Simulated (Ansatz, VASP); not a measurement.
AlN in VASP and in Ansatz

```
Al N
1.0
     0.00000    2.14876    2.25620
     2.14876    0.00000    2.25620
     2.14876    2.14876    0.00000
Al N
1 1
Cartesian
  0.0000 0.0000 0.0000
  3.2231 3.2231 3.3843
```

Alike in both runs: task single point; functional LDA; k mesh 10 × 10 × 10; occupations gaussian, width 0.05 eV; no spin polarisation.

```csv
,VASP,Ansatz
version,VASP 6.6.1,Ansatz 0.2.0
potentials or method,"VASP PAW LDA potentials, release 64 (Al, N), cutoff 520 eV","scalar-relativistic, plane waves, PAW"
valence electrons in the cell,8,8
```

|  | VASP | Ansatz | Ansatz less VASP |
| --- | --- | --- | --- |
| gap on the k mesh at the Fermi level (eV) | 3.06 | 3.09 | +0.021 |
| least direct gap on the mesh (eV) | 4.14 | 4.14 | -0.006 |
| pressure (GPa) | -3.2 | -3.8 | -0.56 |
| traceless stress, the component that is largest in VASP (GPa) | -5.13 | -5.15 | -0.020 |

LDA's correlation is that of Perdew and Zunger in VASP and of Perdew and Wang (1992) in Ansatz.
